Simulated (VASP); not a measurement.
# C (P-1) in VASP: relaxation of cell and atoms with PBE

Aim: the relaxation of cell and atoms of C with PBE.

Everything below comes from runs of VASP 6.6.1. Logs are shortened: lines on timing, memory, paths and dates and some standing lists are left out, and cuts for length are marked.

**1. The cell of the first run**

The typed cell holds 2 atoms: a = 3.635 Å, b = 3.635 Å, c = 3.635 Å, α = 39.49°, β = 39.49°, γ = 39.49°.

**2. Relaxation of cell and atoms, PBE**

The input, INCAR:

```
  ALGO = All
  EDIFF = 1E-7
  EDIFFG = -0.01
  ENCUT = 800
  GGA = PE
  GGA_COMPAT = False
  IBRION = 2
  ISEARCH = 1
  ISIF = 3
  ISMEAR = -1
  KPAR = 4
  LASPH = True
  LCHARG = False
  LREAL = False
  LWAVE = False
  NELM = 300
  NELMIN = 4
  NSW = 60
  PREC = Accurate
  SIGMA = 0.05
```

The input, KPOINTS:

```
k-points
0
Gamma
  13 13 13
```

The input, POSCAR:

```
C
1.0
    1.2280263500      0.7090013400      3.3470108400
   -1.2280263500      0.7090013400      3.3470108400
    0.0000000000     -1.4180026800      3.3470108400
C
2
Direct
    0.1612394700      0.1359739000      0.2313502200
    0.8387605300      0.8640261000      0.7686497800
```

Potentials or basis: VASP PAW PBE potentials, release 64 (C).

On the command line:

```
$ cat potpaw_PBE.64/C/POTCAR > POTCAR
$ mpirun -np 4 vasp_std > vasp.out
```

OUTCAR:

```text
EDIFF = 1E-7
   EDIFFG = -0.01
   ENCUT = 800
   GGA = PE
   IBRION = 2
   ISIF = 3
   ISMEAR = -1
   LASPH = True
   LREAL = False
   NELM = 300
   NELMIN = 4
   NSW = 60
   PREC = Accurate

 ion  position               nearest neighbor table
   1  0.161  0.136  0.231-   2 1.20   2 1.51   2 1.61
   2  0.839  0.864  0.769-   1 1.20   1 1.51   1 1.61

  LATTYP: Found a trigonal (rhomboedric) cell.
 ALAT       =     3.6349983741
 COS(alpha) =     0.7717362619

  Lattice vectors:

 A1 = (   1.2280263500,   0.7090013400,   3.3470108400)
 A2 = (  -1.2280263500,   0.7090013400,   3.3470108400)
 A3 = (   0.0000000000,  -1.4180026800,   3.3470108400)

Analysis of symmetry for initial positions (statically):
=====================================================================
 Subroutine PRICEL returns:
 Original cell was already a primitive cell.

 Routine SETGRP: Setting up the symmetry group for a
 trigonal (rhombohedral) supercell.

 Subroutine GETGRP returns: Found  2 space group operations
 (whereof  2 operations were pure point group operations)
 out of a pool of 12 trial point group operations.

The static configuration has the point symmetry S_2 .

Analysis of symmetry for dynamics (positions and initial velocities):
=====================================================================
 Subroutine PRICEL returns:
 Original cell was already a primitive cell.

 Routine SETGRP: Setting up the symmetry group for a
 trigonal (rhombohedral) supercell.

 Subroutine GETGRP returns: Found  2 space group operations
 (whereof  2 operations were pure point group operations)
 out of a pool of 12 trial point group operations.

The dynamic configuration has the point symmetry S_2 .

 Subroutine INISYM returns: Found  2 space group operations
 (whereof  2 operations are pure point group operations),
 and found     1 'primitive' translations

----------------------------------------------------------------------------------------

                                     Primitive cell

  volume of cell :      17.4849

  direct lattice vectors                    reciprocal lattice vectors
     1.228026350  0.709001340  3.347010840     0.407157387  0.235072428  0.099591352
    -1.228026350  0.709001340  3.347010840    -0.407157387  0.235072428  0.099591352
     0.000000000 -1.418002680  3.347010840     0.000000000 -0.470144857  0.099591352

  length of vectors
     3.634998374  3.634998374  3.634998372     0.480577384  0.480577384  0.480577386

  position of ions in fractional coordinates (direct lattice)
     0.161239470  0.135973900  0.231350220
     0.838760530  0.864026100  0.768649780

  ion indices of the primitive-cell ions
   primitive index   ion index
                 1           1
                 2           2

----------------------------------------------------------------------------------------

 KPOINTS: k-points

Automatic generation of k-mesh.
 Grid dimensions read from file:
 generate k-points for:   13   13   13

 Generating k-lattice:

  Cartesian coordinates                     Fractional coordinates (reciprocal lattice)
     0.031319799  0.018082494  0.007660873     0.076923077  0.000000000  0.000000000
    -0.031319799  0.018082494  0.007660873     0.000000000  0.076923077  0.000000000
     0.000000000 -0.036164989  0.007660873     0.000000000  0.000000000  0.076923077

  Length of vectors
     0.036967491  0.036967491  0.036967491

  Shift w.r.t. Gamma in fractional coordinates (k-lattice)
     0.000000000  0.000000000  0.000000000

 Subroutine IBZKPT returns following result:
 ===========================================

 Found   1099 irreducible k-points:

 Following reciprocal coordinates:
            Coordinates               Weight
  0.000000  0.000000  0.000000      1.000000
  0.076923  0.000000  0.000000      2.000000
  0.000000  0.076923  0.000000      2.000000
  0.000000  0.000000  0.076923      2.000000
  0.153846  0.000000  0.000000      2.000000
  0.000000  0.153846  0.000000      2.000000
[... 16 lines left out ...]
  0.153846  0.076923  0.000000      2.000000
 -0.153846  0.000000 -0.076923      2.000000
 [... further k-points ...]
   k-points           NKPTS =   1099   k-points in BZ     NKDIM =   1099   number of bands    NBANDS=      8
   number of dos      NEDOS =    301   number of ions     NIONS =      2
   total plane-waves  NPLWV =  46656
   dimension x,y,z NGX =    36 NGY =   36 NGZ =   36
   dimension x,y,z NGXF=    72 NGYF=   72 NGZF=   72
   ions per type =               2
   NGX,Y,Z   is equivalent  to a cutoff of  16.46, 16.46, 16.46 a.u.
   NGXF,Y,Z  is equivalent  to a cutoff of  32.93, 32.93, 32.93 a.u.
 SYSTEM =  unknown system
   PREC   = accura    normal or accurate (medium, high low for compatibility)
   ISTART =      0    job   : 0-new  1-cont  2-samecut
   ICHARG =      2    charge: 1-file 2-atom 10-const
   ISPIN  =      1    spin polarized calculation?
   LNONCOLLINEAR =      F non collinear calculations
   LSORBIT =      F    spin-orbit coupling
   LASPH  =      T    aspherical Exc in radial PAW
   ENCUT  =  800.0 eV  58.80 Ry    7.67 a.u.   8.38  8.38  8.38*2*pi/ulx,y,z
   NELM   =    300;   NELMIN=  4; NELMDL= -5     # of ELM steps
   EDIFF  = 0.1E-06   stopping-criterion for ELM
   LREAL  =      F    real-space projection
   EDIFFG = -.1E-01   stopping-criterion for IOM
   NSW    =     60    number of steps for IOM
   IBRION =      2    ionic relax: 0-MD 1-quasi-New 2-CG
   NFREE  =      1    steps in history (QN), initial steepest desc. (CG)
   ISIF   =      3    stress and relaxation
   ISYM   =      2    0-nonsym 1-usesym 2-fastsym
   POTIM  = 0.5000    time-step for ionic-motion
   TEBEG  =    0.0;   TEEND  =   0.0 temperature during run
   PSTRESS=    0.0 pullay stress
   NELECT =       8.0000    total number of electrons
   NUPDOWN=      -1.0000    fix difference up-down
   EMIN   =  10.00;   EMAX   =-10.00  energy-range for DOS
   EFERMI =   0.00;   METHOD = LEGACY
   ISMEAR =    -1;   SIGMA  =   0.05  broadening in eV -4-tet -1-fermi 0-gaus
   EFERMI_NEDOS =   21; number of points for ismear=-14 and -15
   IALGO  =     58    algorithm
   IMIX   =      4    mixing-type and parameters
     AMIX     =   0.40;   BMIX     =  1.00
     AMIX_MAG =   1.60;   BMIX_MAG =  1.00
  volume/ion in A,a.u.               =       8.74        59.00
  Fermi-wavevector in a.u.,A,eV,Ry     =   1.261490  2.383870 21.651724  1.591357
  Thomas-Fermi vector in A             =   2.394946
   LORBIT       =      0    0 simple, 1 ext, 2 COOP (PROOUT), +10 PAW based schemes
   GGA     = PE    functional components
   LHFCALC =     F    Hartree Fock is set to
   AEXX    =    0.0000 exact exchange contribution
   IVDW    =     0    specifies the selected vdW correction
   LEPSILON=     F    determine dielectric tensor
   LRPA    =     F    only Hartree local field effects (RPA)
 conjugate gradient relaxation of ions
 non-spin polarized calculation
  energy-cutoff  :      800.00
  volume of cell :       17.48
 maximum number of plane-waves:       915
 NGX is ok and might be reduce to    36
   NGX = 17   NGY = 17   NGZ = 17

--------------------------------------- Ionic step        1  -------------------------------------------

 number of electron       8.0000000 magnetization

 Free energy of the ion-electron system (eV)
  ---------------------------------------------------
  ext. energy  EPLUGINS =         0.00000000
  ---------------------------------------------------
  free energy    TOTEN  =       -16.41300816 eV

  energy without entropy =      -16.41120577  energy(sigma->0) =      -16.41210697

------------------------ aborting loop because EDIFF is reached ----------------------------------------

  FORCE on cell =-STRESS in cart. coord.  units (eV):
  Direction    XX          YY          ZZ          XY          YZ          ZX
  --------------------------------------------------------------------------------------
  -------------------------------------------------------------------------------------
  Total        0.6238781     10.0001119      0.0416241      0.5432980      2.9547846     -0.1698473
  in kB       57.1672354    916.3309026      3.8141064     49.7835135    270.7530139    -15.5634562
  external PRESSURE =     325.7707481 kB  Pullay stress =       0.0000000 kB
[... 89 lines left out ...]
  FREE ENERGIE OF THE ION-ELECTRON SYSTEM (eV)
  ---------------------------------------------------
  free  energy   TOTEN  =       -16.4529397477 eV

  energy  without entropy=      -16.4510410248  energy(sigma->0) =      -16.45199039

 E-fermi :   4.3770     XC(G=0): -10.0453

 val. band max:        4.0314081522   @ k =  -0.3077   0.3077   0.0000
 cond. band min:       4.7416412577   @ k =   0.2308  -0.0769  -0.3846
 fundamental gap:      0.7102331055
 Fermi energy:         4.3769968445

 k-point     1 :       0.0000    0.0000    0.0000
  band No.  band energies     occupation
      1     -15.2850      2.00000
      2      -2.4277      2.00000
      3       1.2656      2.00000
      4       1.3787      2.00000
      5       8.3088      0.00000
      6      12.6401      0.00000
      7      12.7391      0.00000
      8      15.7436      0.00000
[... 243 lines left out ...]
 k-point    24 :      -0.1538    0.0000   -0.0769
  band No.  band energies     occupation
      1     -14.8503      2.00000
      2      -2.0570      2.00000
      3      -0.1633      2.00000
      4       0.4560      2.00000
      5       9.0904      0.00000
      6      13.0063      0.00000
      7      14.0900      0.00000
      8      14.4013      0.00000

 [... further k-points ...]

 E-fermi :   3.6534     XC(G=0):  -9.4599

 val. band max:        3.1002241485   @ k =   0.3846   0.0769  -0.2308
 cond. band min:       4.1886097647   @ k =   0.3077   0.0000  -0.3077
 fundamental gap:      1.0883856162
 Fermi energy:         3.6534336003

 k-point     1 :       0.0000    0.0000    0.0000
  band No.  band energies     occupation
      1     -15.9300      2.00000
      2      -3.4617      2.00000
      3       0.5470      2.00000
      4       0.6455      2.00000
      5       7.1268      0.00000
      6      11.8814      0.00000
      7      12.0223      0.00000
      8      15.0254      0.00000
[... 243 lines left out ...]
 k-point    24 :      -0.1538    0.0000   -0.0769
  band No.  band energies     occupation
      1     -15.5037      2.00000
      2      -3.0407      2.00000
      3      -0.8349      2.00000
      4      -0.3206      2.00000
      5       7.8558      0.00000
      6      12.2034      0.00000
      7      13.4346      0.00000
      8      13.6649      0.00000

 [... further k-points ...]

[... ionic steps 4 to 51 ...]

--------------------------------------- Ionic step       52  -------------------------------------------

 number of electron       8.0000000 magnetization

------------------------ aborting loop because EDIFF is reached ----------------------------------------

  FORCE on cell =-STRESS in cart. coord.  units (eV):
  Direction    XX          YY          ZZ          XY          YZ          ZX
  --------------------------------------------------------------------------------------
  -------------------------------------------------------------------------------------
  Total       -0.0397625     -0.0169389      0.0069518      0.0085489     -0.0061600      0.0011826
  in kB       -3.0591764     -1.3032147      0.5348459      0.6577230     -0.4739304      0.0909846
  external PRESSURE =      -1.2758484 kB  Pullay stress =       0.0000000 kB
[... 57 lines left out ...]
  energy  without entropy=      -18.4646719447  energy(sigma->0) =      -18.46467199

--------------------------------------- Ionic step       54  -------------------------------------------

 number of electron       8.0000000 magnetization

 Free energy of the ion-electron system (eV)
  ---------------------------------------------------
  ext. energy  EPLUGINS =         0.00000000
  ---------------------------------------------------
  free energy    TOTEN  =       -18.46467475 eV

  energy without entropy =      -18.46467465  energy(sigma->0) =      -18.46467470

 E-fermi :   3.3590     XC(G=0):  -9.2053

 val. band max:        2.7510171016   @ k =  -0.3077   0.3077   0.0000
 cond. band min:       3.9690976271   @ k =   0.3077   0.0000  -0.3077
 fundamental gap:      1.2180805255
 Fermi energy:         3.3589783111

 k-point     1 :       0.0000    0.0000    0.0000
  band No.  band energies     occupation
      1     -16.2112      2.00000
      2      -3.8664      2.00000
      3       0.2953      2.00000
      4       0.3005      2.00000
      5       6.6711      0.00000
      6      11.6507      0.00000
      7      11.6545      0.00000
      8      14.7363      0.00000
[... 243 lines left out ...]
 k-point    24 :      -0.1538    0.0000   -0.0769
  band No.  band energies     occupation
      1     -15.7875      2.00000
      2      -3.4278      2.00000
      3      -1.1752      2.00000
      4      -0.5743      2.00000
      5       7.3800      0.00000
      6      11.9700      0.00000
      7      13.0573      0.00000
      8      13.3649      0.00000

 [... further k-points ...]

------------------------ aborting loop because EDIFF is reached ----------------------------------------

  FORCE on cell =-STRESS in cart. coord.  units (eV):
  Direction    XX          YY          ZZ          XY          YZ          ZX
  --------------------------------------------------------------------------------------
  -------------------------------------------------------------------------------------
  Total        0.0008470      0.0161793      0.0060871     -0.0007774     -0.0050327      0.0007556
  in kB        0.0651505      1.2445101      0.4682185     -0.0597975     -0.3871115      0.0581217
  external PRESSURE =       0.5926264 kB  Pullay stress =       0.0000000 kB
[... 17 lines left out ...]
  FREE ENERGIE OF THE ION-ELECTRON SYSTEM (eV)
  ---------------------------------------------------
  free  energy   TOTEN  =       -18.4646747500 eV

  energy  without entropy=      -18.4646746528  energy(sigma->0) =      -18.46467470

 reached required accuracy - stopping structural energy minimisation
```

It took 35 min on 4 MPI ranks of Intel Xeon Platinum 8488C (Sapphire Rapids), shared host; peak memory 0.79 GiB.

What came out:

* Free energy: -18.4647 eV
* Relaxed volume: 10.41 Å³/atom
* Relaxed cell: a = 4.219 Å, b = 4.233 Å, c = 4.161 Å, α = 34.16°, β = 34.22°, γ = 33.93°
* Space group after relaxing (to 0.1 Å): C2/m (No. 12)
* Energy gained by relaxing: 1025.8 meV/atom
* Ionic steps: 54
* Pressure after relaxing: 0.1 GPa
* Largest force after relaxing: 0.009 eV/Å

Forces in eV/Å, atoms in the order of the input:
```
C    0.004  0.004  0.007
C   -0.004 -0.004 -0.007
```

Stress tensor (GPa, compression positive):
```
 0.01 -0.01  0.01
-0.01  0.12 -0.04
 0.01 -0.04  0.05
```

The path:
```tsv
step	energy change (eV)	largest force (eV/Å)	pressure (GPa)	volume (Å³)
1	0.0000	15.6490	32.58	17.48
3	-0.0399	1.6408	-17.31	21.63
5	-0.0650	1.4021	-25.05	21.79
7	-1.9731	0.9944	8.04	17.42
9	-1.5800	6.0201	9.60	17.93
11	-1.9620	1.4914	-10.48	18.45
13	-2.0262	0.1381	0.69	17.80
15	-2.0293	0.3100	1.20	17.95
17	-2.0332	0.2350	1.37	18.17
19	-2.0334	0.3439	1.45	18.25
21	-2.0408	0.2326	0.36	18.72
23	-2.0469	0.1913	-1.73	19.76
25	-2.0499	0.1868	0.16	20.04
27	-2.0506	0.0631	0.73	20.15
29	-2.0509	0.0461	-0.09	20.25
31	-2.0510	0.0357	-0.13	20.28
33	-2.0510	0.0185	0.19	20.29
35	-2.0511	0.0565	0.13	20.33
37	-2.0512	0.0395	0.06	20.36
39	-2.0512	0.0387	-0.07	20.42
41	-2.0513	0.0459	0.06	20.47
43	-2.0514	0.0855	0.25	20.56
45	-2.0515	0.0337	0.29	20.65
47	-2.0515	0.0331	0.31	20.70
49	-2.0516	0.0320	-0.03	20.77
51	-2.0516	0.0125	-0.14	20.81
53	-2.0517	0.0103	-0.02	20.83
54	-2.0517	0.0088	0.06	20.83
```

Final structure:
```
C
1.0
     1.22266    0.72896    3.97208
    -1.24383    0.72767    3.98035
    -0.00974   -1.40657    3.91608
C
2
Direct
  0.33329 0.33332 0.83334
  0.66671 0.66668 0.16666
```

Caveat: the volume moved by over 15 % at a fixed basis, so the end points are rough; this functional lacks dispersion, which binds layers or chains, so the pressure and a relaxed spacing across them are unreliable. Zero-point motion and thermal expansion aren't in these numbers.
